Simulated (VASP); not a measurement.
# EuO in VASP: single point with PBE+U

Aim: the single point of EuO with PBE+U.

Everything below comes from runs of VASP 6.6.1. Logs are shortened: lines on timing, memory, paths and dates and some standing lists are left out, and cuts for length are marked.

## Step 1: The cell of the first run

The cell holds a slab with vacuum, 6 atoms: a = 3.660 Å, b = 3.660 Å, c = 22.176 Å, α = 90.00°, β = 90.00°, γ = 90.00°.

## Step 2: Single point, PBE+U, collinear spin, ferromagnetic start

Input file INCAR:

```
ALGO = Normal
DIPOL = 0.5 0.5 0.497
EDIFF = 1E-6
ENCUT = 520
GGA = PE
IDIPOL = 3
ISIF = 2
ISMEAR = 0
ISPIN = 2
LASPH = T
LCHARG = F
LDAU = T
LDAUJ = 0 0
LDAUL = 3 -1
LDAUPRINT = 1
LDAUTYPE = 2
LDAUU = 6 0
LDIPOL = T
LMAXMIX = 6
LORBIT = 11
LREAL = F
LWAVE = F
MAGMOM = 7.44 7.44 7.44 0 0 0
NBANDS = 48
NELM = 150
PREC = Accurate
SIGMA = 0.05
```

Input file KPOINTS:

```
k-points
0
Gamma
  7 7 1
```

Input file POSCAR:

```
EuO
1.0
    3.6598011195      0.0000000000      0.0000000000
    0.0000000000      3.6598011195      0.0000000000
    0.0000000000      0.0000000000     22.1757403787
Eu O
3 3
Direct
    0.0000000000      0.0000000000      0.3833017457
    0.5000000000      0.5000000000      0.4971392045
    0.0000000000      0.0000000000      0.6121993262
    0.5000000000      0.5000000000      0.3833017457
    0.0000000000      0.0000000000      0.4977173020
    0.5000000000      0.5000000000      0.6094461794
```

Potentials or basis: VASP PAW PBE potentials, release 64 (Eu, O).

Started as:

```bash
$ cat potpaw_PBE.64/Eu/POTCAR potpaw_PBE.64/O/POTCAR > POTCAR
$ mpirun -np 1 vasp_std > vasp.out
```

OUTCAR:

```text
EDIFF = 1E-6
   ENCUT = 520
   GGA = PE
   ISIF = 2
   ISMEAR = 0
   ISPIN = 2
   LASPH = T
   LORBIT = 11
   LREAL = F
   NELM = 150
   PREC = Accurate

 ion  position               nearest neighbor table
   1  0.000  0.000  0.383-   5 2.54   4 2.59   4 2.59   4 2.59   4 2.59
   2  0.500  0.500  0.497-   6 2.49   4 2.52   5 2.59   5 2.59   5 2.59   5 2.59
   3  0.000  0.000  0.612-   5 2.54   6 2.59   6 2.59   6 2.59   6 2.59
   4  0.500  0.500  0.383-   2 2.52   1 2.59   1 2.59   1 2.59   1 2.59
   5  0.000  0.000  0.498-   1 2.54   3 2.54   2 2.59   2 2.59   2 2.59   2 2.59
   6  0.500  0.500  0.609-   2 2.49   3 2.59   3 2.59   3 2.59   3 2.59

  LATTYP: Found a simple tetragonal cell.
 ALAT       =     3.6598011195
 C/A-ratio  =     6.0592747132

  Lattice vectors:

 A1 = (   3.6598011195,   0.0000000000,   0.0000000000)
 A2 = (   0.0000000000,   3.6598011195,   0.0000000000)
 A3 = (   0.0000000000,   0.0000000000,  22.1757403787)

Analysis of symmetry for initial positions (statically):
=====================================================================
 Subroutine PRICEL returns:
 Original cell was already a primitive cell.

 Routine SETGRP: Setting up the symmetry group for a
 simple tetragonal supercell.

 Subroutine GETGRP returns: Found  8 space group operations
 (whereof  8 operations were pure point group operations)
 out of a pool of 16 trial point group operations.

The static configuration has the point symmetry C_4v.

Analysis of symmetry for dynamics (positions and initial velocities):
=====================================================================
 Subroutine PRICEL returns:
 Original cell was already a primitive cell.

 Routine SETGRP: Setting up the symmetry group for a
 simple tetragonal supercell.

 Subroutine GETGRP returns: Found  8 space group operations
 (whereof  8 operations were pure point group operations)
 out of a pool of 16 trial point group operations.

The dynamic configuration has the point symmetry C_4v.

Analysis of structural, dynamic, and magnetic symmetry:
=====================================================================
 Subroutine PRICEL returns:
 Original cell was already a primitive cell.

 Routine SETGRP: Setting up the symmetry group for a
 simple tetragonal supercell.

 Subroutine GETGRP returns: Found  8 space group operations
 (whereof  8 operations were pure point group operations)
 out of a pool of 16 trial point group operations.

The overall configuration has the point symmetry C_4v.

 Subroutine INISYM returns: Found  8 space group operations
 (whereof  8 operations are pure point group operations),
 and found     1 'primitive' translations

----------------------------------------------------------------------------------------

                                     Primitive cell

  volume of cell :     297.0251

  direct lattice vectors                    reciprocal lattice vectors
     3.659801119  0.000000000  0.000000000     0.273238891  0.000000000  0.000000000
     0.000000000  3.659801119  0.000000000     0.000000000  0.273238891  0.000000000
     0.000000000  0.000000000 22.175740379     0.000000000  0.000000000  0.045094323

  length of vectors
     3.659801119  3.659801119 22.175740379     0.273238891  0.273238891  0.045094323

  position of ions in fractional coordinates (direct lattice)
     0.000000000  0.000000000  0.383301746
     0.500000000  0.500000000  0.497139205
     0.000000000  0.000000000  0.612199326
     0.500000000  0.500000000  0.383301746
     0.000000000  0.000000000  0.497717302
     0.500000000  0.500000000  0.609446179

  ion indices of the primitive-cell ions
   primitive index   ion index
                 1           1
                 2           2
                 3           3
                 4           4
                 5           5
[... 74 lines left out ...]
   EFERMI_NEDOS =   21; number of points for ismear=-14 and -15
   IALGO  =     38    algorithm
   IMIX   =      4    mixing-type and parameters
     AMIX     =   0.40;   BMIX     =  1.00
     AMIX_MAG =   1.60;   BMIX_MAG =  1.00
  volume/ion in A,a.u.               =      49.50       334.07
  Fermi-wavevector in a.u.,A,eV,Ry     =   1.006376  1.901774 13.779874  1.012792
  Thomas-Fermi vector in A             =   2.139114
   LORBIT       =     11    0 simple, 1 ext, 2 COOP (PROOUT), +10 PAW based schemes
 LDA+U is selected, type is set to LDAUTYPE =  2
   angular momentum for each species LDAUL =     3   -1
   U (eV)           for each species LDAUU =   6.0  0.0
   J (eV)           for each species LDAUJ =   0.0  0.0
   GGA     = PE    functional components
   LHFCALC =     F    Hartree Fock is set to
   AEXX    =    0.0000 exact exchange contribution
   IVDW    =     0    specifies the selected vdW correction
   LEPSILON=     F    determine dielectric tensor
   LRPA    =     F    only Hartree local field effects (RPA)
 spin polarized calculation
 Gauss-broadening in eV      SIGMA  =   0.05
  energy-cutoff  :      520.00
  volume of cell :      297.03
 maximum number of plane-waves:      8064
 NGX is ok and might be reduce to    28
   NGX = 13   NGY = 13   NGZ = 83

atom =   1  type =  1  l = 3

 onsite density matrix

spin component  1
[... 103 lines left out ...]
  o =  0.0000  v =  0.0000  0.0000  0.0000  0.0000  0.0000  0.0000  0.0000  0.0000  0.0000  0.0000 -0.0000 -0.0000  1.0000  0.0000      0.0000  0.0000  0.0000  0.0000  0.0000  0.0000  0.0000  0.0000  0.0000  0.0000  0.0000  0.0000  0.0000  0.0000
  o =  0.0010  v =  0.0000  0.0000  0.0000  0.0000  0.0000  0.0000  0.0000 -0.5731  0.0000 -0.8195  0.0000  0.0000  0.0000 -0.0000      0.0000  0.0000  0.0000  0.0000  0.0000  0.0000  0.0000  0.0000  0.0000  0.0000  0.0000  0.0000  0.0000  0.0000
  o =  0.0010  v =  0.0000  0.0000  0.0000  0.0000  0.0000  0.0000  0.0000  0.0000 -0.0000  0.0000  0.0000  0.8195  0.0000 -0.5731      0.0000  0.0000  0.0000  0.0000  0.0000  0.0000  0.0000  0.0000  0.0000  0.0000  0.0000  0.0000  0.0000  0.0000
  o =  0.0013  v =  0.0000  0.0000  0.0000  0.0000  0.0000  0.0000  0.0000 -0.0000 -1.0000 -0.0000  0.0000  0.0000  0.0000 -0.0000      0.0000  0.0000  0.0000  0.0000  0.0000  0.0000  0.0000  0.0000  0.0000  0.0000  0.0000  0.0000  0.0000  0.0000
  o =  0.0026  v =  0.0000  0.0000  0.0000  0.0000  0.0000  0.0000  0.0000  0.0000  0.0000  0.0000  1.0000 -0.0000  0.0000  0.0000      0.0000  0.0000  0.0000  0.0000  0.0000  0.0000  0.0000  0.0000  0.0000  0.0000  0.0000  0.0000  0.0000  0.0000
  o =  0.0043  v =  0.0000  0.0000  0.0000  0.0000  0.0000  0.0000  0.0000  0.8195 -0.0000 -0.5731 -0.0000  0.0000  0.0000  0.0000      0.0000  0.0000  0.0000  0.0000  0.0000  0.0000  0.0000  0.0000  0.0000  0.0000  0.0000  0.0000  0.0000  0.0000
  o =  0.0043  v =  0.0000  0.0000  0.0000  0.0000  0.0000  0.0000  0.0000  0.0000 -0.0000 -0.0000  0.0000 -0.5731 -0.0000 -0.8195      0.0000  0.0000  0.0000  0.0000  0.0000  0.0000  0.0000  0.0000  0.0000  0.0000  0.0000  0.0000  0.0000  0.0000
  o =  0.9717  v =  0.0000  0.0000  0.0000  1.0000 -0.0000 -0.0000  0.0000  0.0000  0.0000  0.0000  0.0000  0.0000  0.0000  0.0000      0.0000  0.0000  0.0000  0.0000  0.0000  0.0000  0.0000  0.0000  0.0000  0.0000  0.0000  0.0000  0.0000  0.0000
  o =  0.9717  v = -0.0000 -0.0000  0.0000 -0.0000 -0.0000 -1.0000 -0.0000  0.0000  0.0000  0.0000  0.0000  0.0000  0.0000  0.0000      0.0000  0.0000  0.0000  0.0000  0.0000  0.0000  0.0000  0.0000  0.0000  0.0000  0.0000  0.0000  0.0000  0.0000
  o =  0.9775  v = -0.0000 -0.0000 -0.0000 -0.0000 -0.6218  0.0000  0.7832  0.0000  0.0000  0.0000  0.0000  0.0000  0.0000  0.0000      0.0000  0.0000  0.0000  0.0000  0.0000  0.0000  0.0000  0.0000  0.0000  0.0000  0.0000  0.0000  0.0000  0.0000
  o =  0.9775  v =  0.7832 -0.0000  0.6218 -0.0000 -0.0000  0.0000  0.0000  0.0000  0.0000  0.0000  0.0000  0.0000  0.0000  0.0000      0.0000  0.0000  0.0000  0.0000  0.0000  0.0000  0.0000  0.0000  0.0000  0.0000  0.0000  0.0000  0.0000  0.0000
  o =  0.9782  v =  0.6218  0.0000 -0.7832  0.0000  0.0000 -0.0000  0.0000  0.0000  0.0000  0.0000  0.0000  0.0000  0.0000  0.0000      0.0000  0.0000  0.0000  0.0000  0.0000  0.0000  0.0000  0.0000  0.0000  0.0000  0.0000  0.0000  0.0000  0.0000
  o =  0.9782  v =  0.0000  0.0000 -0.0000  0.0000 -0.7832  0.0000 -0.6218  0.0000  0.0000  0.0000  0.0000  0.0000  0.0000  0.0000      0.0000  0.0000  0.0000  0.0000  0.0000  0.0000  0.0000  0.0000  0.0000  0.0000  0.0000  0.0000  0.0000  0.0000
  o =  0.9797  v = -0.0000  1.0000  0.0000 -0.0000 -0.0000 -0.0000  0.0000  0.0000  0.0000  0.0000  0.0000  0.0000  0.0000  0.0000      0.0000  0.0000  0.0000  0.0000  0.0000  0.0000  0.0000  0.0000  0.0000  0.0000  0.0000  0.0000  0.0000  0.0000

 number of electron      68.9999991 magnetization      21.0000618

 dipolmoment           0.000000      0.000000     -0.016929 electrons x Angstroem

 Free energy of the ion-electron system (eV)
  ---------------------------------------------------
  ext. energy  EPLUGINS =         0.00000000
  ---------------------------------------------------
  free energy    TOTEN  =       -62.53751881 eV

  energy without entropy =      -62.53751817  energy(sigma->0) =      -62.53751849

 E-fermi :   0.1183     XC(G=0):  -4.3744

 val. band max:       -0.0184696985   @ k =   0.0000   0.0000   0.0000
 cond. band min:       0.2489314927   @ k =   0.0000   0.0000   0.0000
 fundamental gap:      0.2674011912
 Fermi energy:         0.1182805755

 spin component 1

 k-point     1 :       0.0000    0.0000    0.0000
  band No.  band energies     occupation
      1     -39.8730      1.00000
      2     -39.7783      1.00000
      3     -39.4563      1.00000
      4     -19.3934      1.00000
      5     -19.2856      1.00000
      6     -18.6724      1.00000
[... 479 lines left out ...]
     45      -0.1350      1.00000
     46       1.0319      0.00000
 Fermi energy:         0.1182805755

 spin component 2

 k-point     1 :       0.0000    0.0000    0.0000
  band No.  band energies     occupation
      1     -36.7348      1.00000
      2     -36.6415      1.00000
      3     -36.3310      1.00000
      4     -18.2833      1.00000
      5     -17.8658      1.00000
      6     -17.2070      1.00000
[... 479 lines left out ...]
     45       8.2576      0.00000
     46       8.4499      0.00000
 [bands above 46 left out]

------------------------ aborting loop because EDIFF is reached ----------------------------------------

 vacuum level on the upper side and lower side of the slab       (xc-potential included)        -0.273        -0.065

  FORCE on cell =-STRESS in cart. coord.  units (eV):
  Direction    XX          YY          ZZ          XY          YZ          ZX
  --------------------------------------------------------------------------------------
  -------------------------------------------------------------------------------------
  Total       -2.4870770     -2.4870770     -0.2592112      0.0000000     -0.0000000      0.0000000
  in kB      -13.4154954    -13.4154954     -1.3982065      0.0000000     -0.0000000      0.0000000
  external PRESSURE =      -9.4097324 kB  Pullay stress =       0.0000000 kB

 VOLUME and BASIS-vectors are now :
 -----------------------------------------------------------------------------
  energy-cutoff  :      520.00
  volume of cell :      297.03
      direct lattice vectors                 reciprocal lattice vectors
     3.659801119  0.000000000  0.000000000     0.273238891  0.000000000  0.000000000
     0.000000000  3.659801119  0.000000000     0.000000000  0.273238891  0.000000000
     0.000000000  0.000000000 22.175740379     0.000000000  0.000000000  0.045094323

 POSITION                                       TOTAL-FORCE (eV/Angst)
 -----------------------------------------------------------------------------------
      0.00000      0.00000      8.50000         0.000000      0.000000     -0.234664
      1.82990      1.82990     11.02443         0.000000      0.000000     -0.003522
      0.00000      0.00000     13.57597        -0.000000      0.000000     -0.006526
      1.82990      1.82990      8.50000         0.000000     -0.000000      0.262344
      0.00000      0.00000     11.03725         0.000000      0.000000      0.001939
      1.82990      1.82990     13.51492        -0.000000      0.000000     -0.019571
 -----------------------------------------------------------------------------------
    total drift:                               -0.000000     -0.000000     -0.003521

  FREE ENERGIE OF THE ION-ELECTRON SYSTEM (eV)
  ---------------------------------------------------
  free  energy   TOTEN  =       -62.5375188112 eV

  energy  without entropy=      -62.5375181746  energy(sigma->0) =      -62.53751849

 vacuum level on the upper side and lower side of the slab         1.516         1.748

 total charge

# of ion       s       p       d       f       tot
--------------------------------------------------
    1        2.030   5.789   0.270   6.839  14.928
    2        2.034   5.806   0.308   6.817  14.965
    3        2.030   5.788   0.269   6.841  14.928
    4        1.555   3.378   0.000   0.000   4.933
    5        1.554   3.405   0.000   0.000   4.959
    6        1.556   3.380   0.000   0.000   4.936
--------------------------------------------------
tot         10.758  27.546   0.847  20.497  59.649

 magnetization (x)

# of ion       s       p       d       f       tot
--------------------------------------------------
    1       -0.014  -0.116   0.058   6.812   6.739
    2       -0.014  -0.113   0.065   6.781   6.719
    3       -0.014  -0.116   0.058   6.813   6.740
    4       -0.004  -0.082   0.000   0.000  -0.086
    5       -0.005  -0.087   0.000   0.000  -0.092
    6       -0.004  -0.082   0.000   0.000  -0.086
--------------------------------------------------
tot         -0.055  -0.597   0.180  20.406  19.934
```

Run time: 35 min. Hardware: 1 thread of Intel Xeon 8259CL, shared host; peak memory 0.6 GiB.

Results:

```
Free energy                                           : -62.5375 eV
Largest force                                         : 0.262 eV/Å
Band gap on the k mesh                                : 0.27 eV
Net moment                                            : 21.00 μB per cell
Site moments                                          : Eu +6.74, +6.72 (each value once); O -0.09 μB
Valence electrons inside the program's atomic spheres : Eu 14.93, 14.96 (each value once); O 4.93, 4.96, 4.94
```

Forces in eV/Å, atoms in the order of the input:
```
Eu   0.000  0.000 -0.235
Eu   0.000  0.000 -0.004
Eu   0.000  0.000 -0.007
O    0.000  0.000  0.262
O    0.000  0.000  0.002
O    0.000  0.000 -0.020
```

Eigenvalues of the final occupation matrices:
```csv
site,spin,trace,eigenvalues
site 1 f,1,6.83,0.97 0.97 0.98 0.98 0.98 0.98 0.98
site 1 f,2,0.01,0.00 0.00 0.00 0.00 0.00 0.00 0.00
site 2 f,1,6.81,0.96 0.96 0.97 0.97 0.98 0.98 0.98
site 2 f,2,0.02,0.00 0.00 0.00 0.00 0.00 0.00 0.01
site 3 f,1,6.83,0.97 0.97 0.98 0.98 0.98 0.98 0.98
site 3 f,2,0.01,0.00 0.00 0.00 0.00 0.00 0.00 0.00
```

Caveat: semilocal functionals underestimate gaps, and a narrow one can read as zero; spin-orbit coupling is left out, which moves the levels of the heavy elements. The state reached can hang on the start; a lower one may exist.
